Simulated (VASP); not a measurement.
# SiC (P6_3mc) in VASP: further runs

The runs below take SiC through single point, with PBE.

Program: VASP 6.6.1. These are calculated values, not measurements. Logs are shortened: lines on timing, memory, paths and dates and some standing lists are left out, and cuts for length are marked.

### Step 1. The cell of the first run

The structure is hexagonal, space group P6_3mc (No. 186). Conventional cell: a = 2.847 Å, b = 2.847 Å, c = 10.535 Å, α = 90.00°, β = 90.00°, γ = 120.00°. Within 2.4 Å of Si (site symmetry 3m) lie 4 C at 1.77 to 1.98 Å. Si (site symmetry 3m) has 4 C at 1.77 to 1.97 Å within 2.3 Å. C (site symmetry 3m) has 4 Si at 1.77 to 1.98 Å within 2.3 Å. C (site symmetry 3m) has 4 Si at 1.77 to 1.97 Å within 2.4 Å.

### Step 2. Single point, PBE (strain -0.080 along x and y, +0.040 along z)

Contents of INCAR:

```
  ALGO = Normal
  EDIFF = 1E-6
  ENCUT = 520
  GGA = PE
  ISIF = 2
  ISMEAR = 0
  LASPH = T
  LCHARG = F
  LREAL = F
  LWAVE = F
  NBANDS = 26
  NELM = 100
  PREC = Accurate
  SIGMA = 0.05
```

Contents of KPOINTS:

```
k-points
0
Gamma
  12 12 4
```

Contents of POSCAR:

```
SiC
1.0
    2.8465905663      0.0000000000      0.0000000000
   -1.4232952831      2.4652197446      0.0000000000
    0.0000000000      0.0000000000     10.5345127664
Si C
4 4
Direct
    0.6666666667      0.3333333333      0.9378441878
    0.3333333333      0.6666666667      0.4378441878
    0.0000000000      0.0000000000      0.6878995565
    0.0000000000      0.0000000000      0.1878995565
    0.6666666667      0.3333333333      0.7498074459
    0.3333333333      0.6666666667      0.2498074459
    0.0000000000      0.0000000000      0.5004478098
    0.0000000000      0.0000000000      0.0004478098
```

Potentials or basis: VASP PAW PBE potentials, release 64 (Si, C).

Started as:

```bash
$ cat potpaw_PBE.64/Si/POTCAR potpaw_PBE.64/C/POTCAR > POTCAR
$ mpirun -np 1 vasp_std > vasp.out
```

OUTCAR:

```text
EDIFF = 1E-6
   ENCUT = 520
   GGA = PE
   ISIF = 2
   ISMEAR = 0
   LASPH = T
   LREAL = F
   NELM = 100
   PREC = Accurate

 ion  position               nearest neighbor table
   1  0.667  0.333  0.938-   8 1.77   8 1.77   8 1.77   5 1.98   3 3.10   3 3.10   3 3.10   4 3.10
                             4 3.10   4 3.10
   2  0.333  0.667  0.438-   7 1.77   7 1.77   7 1.77   6 1.98   4 3.10   4 3.10   4 3.10   3 3.10
                             3 3.10   3 3.10
   3  0.000  0.000  0.688-   5 1.77   5 1.77   5 1.77   7 1.97   1 3.10   1 3.10   1 3.10   2 3.10
                             2 3.10   2 3.10
   4  0.000  0.000  0.188-   6 1.77   6 1.77   6 1.77   8 1.97   2 3.10   2 3.10   2 3.10   1 3.10
                             1 3.10   1 3.10
   5  0.667  0.333  0.750-   3 1.77   3 1.77   3 1.77   1 1.98
   6  0.333  0.667  0.250-   4 1.77   4 1.77   4 1.77   2 1.98
   7  0.000  0.000  0.500-   2 1.77   2 1.77   2 1.77   3 1.97
   8  0.000  0.000  0.000-   1 1.77   1 1.77   1 1.77   4 1.97

  LATTYP: Found a hexagonal cell.
 ALAT       =     2.8465905663
 C/A-ratio  =     3.7007474454

  Lattice vectors:

 A1 = (   2.8465905663,   0.0000000000,   0.0000000000)
 A2 = (  -1.4232952831,   2.4652197446,   0.0000000000)
 A3 = (   0.0000000000,   0.0000000000,  10.5345127664)

Analysis of symmetry for initial positions (statically):
=====================================================================
 Subroutine PRICEL returns:
 Original cell was already a primitive cell.

 Routine SETGRP: Setting up the symmetry group for a
 hexagonal supercell.

 Subroutine GETGRP returns: Found 12 space group operations
 (whereof  6 operations were pure point group operations)
 out of a pool of 24 trial point group operations.

The static configuration has the point symmetry C_3v.
 The point group associated with its full space group is C_6v.

Analysis of symmetry for dynamics (positions and initial velocities):
=====================================================================
 Subroutine PRICEL returns:
 Original cell was already a primitive cell.

 Routine SETGRP: Setting up the symmetry group for a
 hexagonal supercell.

 Subroutine GETGRP returns: Found 12 space group operations
 (whereof  6 operations were pure point group operations)
 out of a pool of 24 trial point group operations.

The dynamic configuration has the point symmetry C_3v.
 The point group associated with its full space group is C_6v.

 Subroutine INISYM returns: Found 12 space group operations
 (whereof  6 operations are pure point group operations),
 and found     1 'primitive' translations

----------------------------------------------------------------------------------------

                                     Primitive cell

  volume of cell :      73.9256

  direct lattice vectors                    reciprocal lattice vectors
     2.846590566  0.000000000  0.000000000     0.351297447  0.202821676  0.000000000
    -1.423295283  2.465219745  0.000000000     0.000000000  0.405643352  0.000000000
     0.000000000  0.000000000 10.534512766     0.000000000  0.000000000  0.094926080

  length of vectors
     2.846590566  2.846590566 10.534512766     0.405643352  0.405643352  0.094926080

  position of ions in fractional coordinates (direct lattice)
     0.666666667  0.333333333  0.937844188
     0.333333333  0.666666667  0.437844188
     0.000000000  0.000000000  0.687899556
     0.000000000  0.000000000  0.187899556
     0.666666667  0.333333333  0.749807446
     0.333333333  0.666666667  0.249807446
     0.000000000  0.000000000  0.500447810
     0.000000000  0.000000000  0.000447810

  ion indices of the primitive-cell ions
   primitive index   ion index
                 1           1
                 2           2
                 3           3
                 4           4
                 5           5
                 6           6
                 7           7
                 8           8

----------------------------------------------------------------------------------------

 KPOINTS: k-points

Automatic generation of k-mesh.
 Grid dimensions read from file:
 generate k-points for:   12   12    4

 Generating k-lattice:

  Cartesian coordinates                     Fractional coordinates (reciprocal lattice)
     0.029274787  0.016901806  0.000000000     0.083333333  0.000000000  0.000000000
     0.000000000  0.033803613  0.000000000     0.000000000  0.083333333  0.000000000
     0.000000000  0.000000000  0.023731520     0.000000000  0.000000000  0.250000000

  Length of vectors
     0.033803613  0.033803613  0.023731520

  Shift w.r.t. Gamma in fractional coordinates (k-lattice)
     0.000000000  0.000000000  0.000000000

 Subroutine IBZKPT returns following result:
 ===========================================

 Found     57 irreducible k-points:

 Following reciprocal coordinates:
            Coordinates               Weight
  0.000000  0.000000  0.000000      1.000000
  0.083333 -0.000000  0.000000      6.000000
  0.166667  0.000000  0.000000      6.000000
  0.250000 -0.000000  0.000000      6.000000
  0.333333 -0.000000  0.000000      6.000000
  0.416667  0.000000  0.000000      6.000000
[... 16 lines left out ...]
  0.250000 -0.000000  0.250000     12.000000
  0.333333 -0.000000  0.250000     12.000000
 [... further k-points ...]
   k-points           NKPTS =     57   k-points in BZ     NKDIM =     57   number of bands    NBANDS=     26
   number of dos      NEDOS =    301   number of ions     NIONS =      8
   total plane-waves  NPLWV =  46080
   dimension x,y,z NGX =    24 NGY =   24 NGZ =   80
   dimension x,y,z NGXF=    48 NGYF=   48 NGZF=  160
   ions per type =               4   4
   NGX,Y,Z   is equivalent  to a cutoff of  14.02, 14.02, 12.62 a.u.
   NGXF,Y,Z  is equivalent  to a cutoff of  28.03, 28.03, 25.25 a.u.
 SYSTEM =  unknown system
   PREC   = accura    normal or accurate (medium, high low for compatibility)
   ISTART =      0    job   : 0-new  1-cont  2-samecut
   ICHARG =      2    charge: 1-file 2-atom 10-const
   ISPIN  =      1    spin polarized calculation?
   LNONCOLLINEAR =      F non collinear calculations
   LSORBIT =      F    spin-orbit coupling
   LASPH  =      T    aspherical Exc in radial PAW
   ENCUT  =  520.0 eV  38.22 Ry    6.18 a.u.   5.29  5.29 19.59*2*pi/ulx,y,z
   NELM   =    100;   NELMIN=  2; NELMDL= -5     # of ELM steps
   EDIFF  = 0.1E-05   stopping-criterion for ELM
   LREAL  =      F    real-space projection
   EDIFFG = 0.1E-04   stopping-criterion for IOM
   NSW    =      0    number of steps for IOM
   IBRION =     -1    ionic relax: 0-MD 1-quasi-New 2-CG
   NFREE  =      0    steps in history (QN), initial steepest desc. (CG)
   ISIF   =      2    stress and relaxation
   ISYM   =      2    0-nonsym 1-usesym 2-fastsym
   POTIM  = 0.5000    time-step for ionic-motion
   TEBEG  =    0.0;   TEEND  =   0.0 temperature during run
   PSTRESS=    0.0 pullay stress
   NELECT =      32.0000    total number of electrons
   NUPDOWN=      -1.0000    fix difference up-down
   EMIN   =  10.00;   EMAX   =-10.00  energy-range for DOS
   EFERMI =   0.00;   METHOD = LEGACY
   ISMEAR =     0;   SIGMA  =   0.05  broadening in eV -4-tet -1-fermi 0-gaus
   EFERMI_NEDOS =   21; number of points for ismear=-14 and -15
   IALGO  =     38    algorithm
   IMIX   =      4    mixing-type and parameters
     AMIX     =   0.40;   BMIX     =  1.00
     AMIX_MAG =   1.60;   BMIX_MAG =  1.00
  volume/ion in A,a.u.               =       9.24        62.36
  Fermi-wavevector in a.u.,A,eV,Ry     =   1.238397  2.340230 20.866254  1.533626
  Thomas-Fermi vector in A             =   2.372924
   LORBIT       =      0    0 simple, 1 ext, 2 COOP (PROOUT), +10 PAW based schemes
   GGA     = PE    functional components
   LHFCALC =     F    Hartree Fock is set to
   AEXX    =    0.0000 exact exchange contribution
   IVDW    =     0    specifies the selected vdW correction
   LEPSILON=     F    determine dielectric tensor
   LRPA    =     F    only Hartree local field effects (RPA)
 non-spin polarized calculation
 Gauss-broadening in eV      SIGMA  =   0.05
  energy-cutoff  :      520.00
  volume of cell :       73.93
 maximum number of plane-waves:      2008
 NGX is ok and might be reduce to    24
   NGX = 11   NGY = 11   NGZ = 39

 number of electron      31.9999997 magnetization

 Free energy of the ion-electron system (eV)
  ---------------------------------------------------
  ext. energy  EPLUGINS =         0.00000000
  ---------------------------------------------------
  free energy    TOTEN  =       -57.63131432 eV

  energy without entropy =      -57.63131432  energy(sigma->0) =      -57.63131432

 E-fermi :  10.0644     XC(G=0): -11.8515

 val. band max:        9.8163049458   @ k =   0.0000   0.0000   0.0000
 cond. band min:      11.2128518753   @ k =   0.5000  -0.0000   0.0000
 fundamental gap:      1.3965469295
 Fermi energy:        10.0643537542

 k-point     1 :       0.0000    0.0000    0.0000
  band No.  band energies     occupation
      1      -6.9479      2.00000
      2      -5.8942      2.00000
      3      -5.8908      2.00000
      4      -3.9609      2.00000
      5       0.0266      2.00000
      6       3.8795      2.00000
[... 18 lines left out ...]
     25      19.1934      0.00000
     26      19.2339      0.00000

 k-point     2 :       0.0833   -0.0000    0.0000
  band No.  band energies     occupation
      1      -6.8034      2.00000
      2      -5.7532      2.00000
      3      -5.7493      2.00000
      4      -3.8306      2.00000
      5       0.1677      2.00000
      6       3.9837      2.00000
[... 18 lines left out ...]
     25      18.7965      0.00000
     26      18.8714      0.00000

 k-point     3 :       0.1667    0.0000    0.0000
  band No.  band energies     occupation
      1      -6.3730      2.00000
      2      -5.3338      2.00000
      3      -5.3286      2.00000
      4      -3.4456      2.00000
      5       0.5856      2.00000
      6       4.2598      2.00000
[... 572 lines left out ...]
 k-point    23 :       0.2500   -0.0000    0.2500
  band No.  band energies     occupation
      1      -5.6010      2.00000
      2      -5.0821      2.00000
      3      -4.1185      2.00000
      4      -3.0487      2.00000
      5       1.5772      2.00000
      6       3.3949      2.00000
[... 18 lines left out ...]
     25      18.9994      0.00000
     26      19.5622      0.00000

 k-point    24 :       0.3333   -0.0000    0.2500
  band No.  band energies     occupation
      1      -4.6470      2.00000
      2      -4.1473      2.00000
      3      -3.2320      2.00000
      4      -2.2534      2.00000
      5       2.1632      2.00000
      6       2.7361      2.00000
[... 18 lines left out ...]
     25      18.4914      0.00000
     26      18.8882      0.00000

 [... further k-points ...]
[... 5 lines left out ...]
  --------------------------------------------------------------------------------------
  -------------------------------------------------------------------------------------
  Total       31.4639564     31.4639564     -7.0740679      0.0000000     -0.0000000      0.0000000
  in kB      681.9127603    681.9127603   -153.3150219      0.0000000     -0.0000000      0.0000000
  external PRESSURE =     403.5034996 kB  Pullay stress =       0.0000000 kB

 VOLUME and BASIS-vectors are now :
 -----------------------------------------------------------------------------
  energy-cutoff  :      520.00
  volume of cell :       73.93
      direct lattice vectors                 reciprocal lattice vectors
     2.846590566  0.000000000  0.000000000     0.351297447  0.202821676  0.000000000
    -1.423295283  2.465219745  0.000000000     0.000000000  0.405643352  0.000000000
     0.000000000  0.000000000 10.534512766     0.000000000  0.000000000  0.094926080

 POSITION                                       TOTAL-FORCE (eV/Angst)
 -----------------------------------------------------------------------------------
      1.42330      0.82174      9.87973        -0.000000     -0.000000     -1.345457
     -0.00000      1.64348      4.61248         0.000000      0.000000     -1.345457
      0.00000      0.00000      7.24669         0.000000     -0.000000     -1.456216
      0.00000      0.00000      1.97943        -0.000000      0.000000     -1.456216
      1.42330      0.82174      7.89886         0.000000     -0.000000      1.454167
     -0.00000      1.64348      2.63160        -0.000000      0.000000      1.454167
      0.00000      0.00000      5.27197         0.000000     -0.000000      1.347505
      0.00000      0.00000      0.00472        -0.000000      0.000000      1.347505
 -----------------------------------------------------------------------------------
    total drift:                               -0.000000     -0.000000      0.000131

  FREE ENERGIE OF THE ION-ELECTRON SYSTEM (eV)
  ---------------------------------------------------
  free  energy   TOTEN  =       -57.6313143218 eV

  energy  without entropy=      -57.6313143218  energy(sigma->0) =      -57.63131432
```

Wall time 72 s (1 thread of AMD EPYC 9R45 (Zen 5), shared host); peak memory 0.21 GiB.

Results:

```
Free energy            : -57.6313 eV
Pressure               : 40.4 GPa
Largest force          : 1.456 eV/Å
Band gap on the k mesh : 1.40 eV, indirect (least direct gap 2.92 eV)
```

Forces on the atoms (eV/Å):
```
Si   0.000  0.000 -1.345
Si   0.000  0.000 -1.345
Si   0.000  0.000 -1.456
Si   0.000  0.000 -1.456
C    0.000  0.000  1.454
C    0.000  0.000  1.454
C    0.000  0.000  1.348
C    0.000  0.000  1.348
```

Caveat: the cell differs from its parent crystal (strain -0.080 along x and y, +0.040 along z); forces of over 1 eV/Å act on the atoms, so gaps and moduli don't describe the material at rest. A k mesh can miss the band edges.

### Step 3. Single point, PBE (strain -0.040 along x and y, -0.040 along z)

Contents of INCAR:

```
  PREC = Accurate
  ENCUT = 520
  EDIFF = 1E-7
  ISMEAR = 0
  SIGMA = 0.05
  LREAL = False
  LASPH = True
  NELM = 80
  ALGO = Normal
  ISIF = 2
  LWAVE = False
  LCHARG = True
  GGA = PE
  LELF = True
  LVHAR = True
  NBANDS = 26
```

Contents of KPOINTS:

```
regular mesh
0
Gamma
  12 12 4
```

POSCAR: that of step 2 with these lines changed.

```diff
@@ -2,5 +2,5 @@
 1.0
-    2.8465905663      0.0000000000      0.0000000000
-   -1.4232952831      2.4652197446      0.0000000000
-    0.0000000000      0.0000000000     10.5345127664
+    2.9703553735      0.0000000000      0.0000000000
+   -1.4851776867      2.5724032117      0.0000000000
+    0.0000000000      0.0000000000      9.7241656306
 Si C
```

Potentials or basis: VASP PAW PBE potentials, release 64 (Si, C).

Started as:

```bash
$ cat potpaw_PBE.64/Si/POTCAR potpaw_PBE.64/C/POTCAR > POTCAR
$ mpirun -np 1 vasp_std > vasp.out
```

Run time: 73 s. Hardware: 1 thread of AMD EPYC 9R45 (Zen 5), shared host; peak memory 0.2 GiB.

It converged, with:

- Free energy: -59.3457 eV
- Pressure: 33.0 GPa
- Largest force: 0.043 eV/Å
- Band gap on the k mesh: 2.23 eV, indirect (least direct gap 3.38 eV)

Forces on the atoms (eV/Å):
```
Si   0.000  0.000 -0.043
Si   0.000  0.000 -0.043
Si   0.000  0.000  0.022
Si   0.000  0.000  0.022
C    0.000  0.000  0.020
C    0.000  0.000  0.020
C    0.000  0.000  0.001
C    0.000  0.000  0.001
```

Stress tensor (GPa, compression positive):
```
33.13  0.00  0.00
 0.00 33.13  0.00
 0.00  0.00 32.64
```

Levels at points of the mesh, in eV from the valence-band top:
| k point | band 13 | band 14 | band 15 | band 16 | band 17 | band 18 | band 19 | band 20 |
| --- | --- | --- | --- | --- | --- | --- | --- | --- |
| (0.00, 0.00, 0.00) | -0.59 | -0.05 | 0.00 | 0.00 | 6.05 | 6.62 | 7.29 | 7.51 |
| (0.50, 0.00, 0.00) | -2.49 | -2.33 | -1.65 | -1.14 | 2.23 | 2.44 | 4.54 | 5.38 |
| (0.00, 0.00, 0.50) | -0.21 | -0.21 | -0.21 | -0.21 | 6.26 | 6.26 | 7.69 | 7.69 |
| (0.50, 0.00, 0.50) | -2.65 | -2.65 | -1.62 | -1.62 | 2.71 | 2.71 | 4.48 | 4.48 |

Caveat: the cell differs from its parent crystal (strain -0.040 along x and y, -0.040 along z). A k mesh can miss the band edges.
